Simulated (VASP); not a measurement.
Set up this calculation in VASP 6.6.1, as the native input.

```
Task                   : single point
Functional             : RPBE
Potentials or basis    : VASP PAW PBE potentials, release 64 (Ta_pv)
Cutoff                 : 550 eV
k mesh                 : 16 × 16 × 1
Occupations            : methfessel-paxton, width 0.05 eV
Spin                   : no spin polarisation
Tolerance level        : standard
Dipole correction      : yes
Purpose                : forces
Further INCAR settings : ADDGRID = False; ALGO = Normal; EDIFF = 1e-08; NBANDS = 54; NELMDL = -8; ISIF = 0
```

The structure of Ta lies in POSCAR:

```
Ta
1.0
    2.8601008575      0.0000000000      0.0000000000
   -0.9533669525      2.6965289483      0.0000000000
    0.0000000000      0.0000000000     24.3410502851
Ta
5
Direct
    0.5000000000      0.5000000000      0.3081214600
    0.0000000000      0.0000000000      0.4040607300
    0.5000000000      0.5000000000      0.5000000000
    0.0000000000      0.0000000000      0.5959392700
    0.5000000000      0.5000000000      0.6935218500
```

This cell differs from its parent crystal: last atom moved by 0.04 Å along z.

These files were run (other wordings do the same):

INCAR

```
ADDGRID = False ; ALGO = Normal
DIPOL = 0.5 0.5 0.500 ; EDIFF = 1E-8
ENCUT = 550 ; GGA = RP
GGA_COMPAT = False ; IDIPOL = 3
ISIF = 0 ; ISMEAR = 1
KPAR = 2 ; LASPH = True
LCHARG = False ; LDIPOL = True
LREAL = False ; LWAVE = False
NBANDS = 54 ; NELM = 120
NELMDL = -8 ; PREC = Accurate
SIGMA = 0.05
```

KPOINTS

```
Automatic mesh
0
Gamma
  16 16 1
  0 0 0
```

Potentials or basis: VASP PAW PBE potentials, release 64 (Ta_pv).

Command:

```bash
$ cat potpaw_PBE.64/Ta_pv/POTCAR > POTCAR
$ mpirun -np 2 vasp_std > vasp.out
```

It gave:

The largest force is 0.557 eV/Å and the band gap on the k mesh is zero (an odd number of electrons rules out a gap without spin polarisation).

Caveat: the cell differs from its parent crystal (last atom moved by 0.04 Å along z); the PAW data sets were made with another functional, which shifts forces and pressure a little; spin-orbit coupling is left out, which moves the levels of the heavy elements.

It took 8.7 min on 2 MPI ranks on Intel(R) Xeon(R) 6975P-C (Granite Rapids), with other jobs on the host, peak memory 0.66 GiB a rank.
